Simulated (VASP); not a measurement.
Zr: single point with PBEsol

Crystal: Zr.

```
Zr
1.0
     4.05576    0.00000    0.00000
    -2.02788    3.51239    0.00000
     0.00000    0.00000    2.31322
Zr
3
Direct
  0.00000 0.00000 0.00000
  0.33333 0.66667 0.50000
  0.66667 0.33333 0.50000
```

```yaml
Program: VASP 6.6.1
Task: single point
Functional: PBEsol
Potentials_or_basis: VASP PAW PBE potentials, release 64 (Zr_sv)
Cutoff: 520 eV
k_mesh: 9 × 9 × 13
Occupations: fermi-dirac, width 0.08 eV
Spin: no spin polarisation
Dipole_correction: no
Further_INCAR_settings: ALGO = Normal; EDIFF = 1e-06; NBANDS = 25
```

| Item | Value |
| --- | --- |
| Pressure | 222.9 GPa |
| Band gap on the k mesh | zero (band 18 reaches 21.76 eV, above the bottom of band 19 at 18.77 eV) |

Stress tensor (GPa, compression positive):
```
222.46   0.00   0.00
  0.00 222.46   0.00
  0.00   0.00 223.66
```

Levels at points of the mesh, in eV from the Fermi level:
| k point | band 15 | band 16 | band 17 | band 18 | band 19 | band 20 | band 21 | band 22 |
| --- | --- | --- | --- | --- | --- | --- | --- | --- |
| (0.00, 0.00, 0.00) | -0.52 | -0.40 | 0.59 | 0.59 | 1.02 | 1.02 | 1.68 | 1.68 |

Wall time 43 s on 1 thread of Intel Xeon 6975P-C, with other jobs on the host, peak memory 0.18 GiB.

Caveat: the PAW data sets were made with another functional, which shifts forces and pressure a little.
